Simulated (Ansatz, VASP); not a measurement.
**Si8HC8 in VASP and in Ansatz**

```
CELL_PARAMETERS angstrom
0.00000 4.34800 4.34800
4.34800 0.00000 4.34800
4.34800 4.34800 0.00000
ATOMIC_POSITIONS crystal
Si 0.02135 0.00278 0.99198
Si 0.99829 0.00551 0.49795
Si 0.99802 0.51295 0.99105
Si 0.00164 0.50787 0.49277
Si 0.48392 0.00278 0.99198
Si 0.50306 0.00568 0.48823
Si 0.49833 0.51652 0.98686
Si 0.49776 0.50787 0.49277
C 0.11902 0.13826 0.12375
C 0.12846 0.13204 0.61579
C 0.12495 0.63360 0.11811
C 0.12444 0.63273 0.61843
C 0.62855 0.14034 0.10258
C 0.62375 0.13204 0.61579
C 0.62338 0.63360 0.11811
C 0.62680 0.63362 0.61283
H 0.75037 0.10437 0.89491
```

Alike in both runs: functional PBE; k mesh 2 × 2 × 2; occupations gaussian, width 0.05 eV; collinear spin.

Ansatz relaxed the structure, and its values are those at the end. VASP's run is a single point on that final structure, the one shown.

|  | VASP | Ansatz |
| --- | --- | --- |
| version | VASP 6.6.1 | Ansatz 0.2.0 |
| potentials or method | VASP PAW PBE potentials, release 64 (Si, C, H), cutoff 520 eV | scalar-relativistic, plane waves, PAW |
| valence electrons in the cell | 65 | 65 |

```csv
,VASP,Ansatz,Ansatz less VASP
rms of the force components (eV/Å),0.008,0.008,-0.0008
net moment per atom (μB),0.00,0.00,0.000
```

Ansatz's warnings: filled band counts differ across k points, seeded moment not kept.

The k mesh is coarse, so the values compare programs but aren't converged.
